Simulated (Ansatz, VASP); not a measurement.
# One calculation of GaSi3S2, two programs

```
Ga Si S
1.0
     2.53969   -4.75332    0.00000
     2.53969    4.75332    0.00000
     0.00000    0.00000    4.87373
Ga Si S
1 3 2
Direct
  0.50000 0.50000 0.50000
  0.00000 0.00000 0.50000
  0.00000 0.50000 0.50000
  0.50000 0.00000 0.50000
  0.73611 0.26389 0.00000
  0.26389 0.73611 0.00000
```

Alike in both runs: functional PBE; k mesh 4 × 4 × 4; occupations gaussian, width 0.1 eV; no spin polarisation.

Ansatz relaxed the structure, and its values are those at the end. VASP's run is a single point on that final structure, the one shown.

```csv
,VASP,Ansatz
version,VASP 6.6.1,Ansatz 0.2.0
potentials or method,"VASP PAW PBE potentials, release 64 (Ga_d, Si, S), cutoff 520 eV","scalar-relativistic, plane waves, PAW"
valence electrons in the cell,37,37
```

|  | VASP | Ansatz | Ansatz less VASP |
| --- | --- | --- | --- |
| gap on the k mesh at the Fermi level (eV) | none | none | - |
| pressure (GPa) | 0.1 | 0.1 | +0.02 |
| rms of the force components (eV/Å) | 0.007 | 0.008 | +0.0014 |

A gap of «none» marks a metal or a gap that the smearing closes.
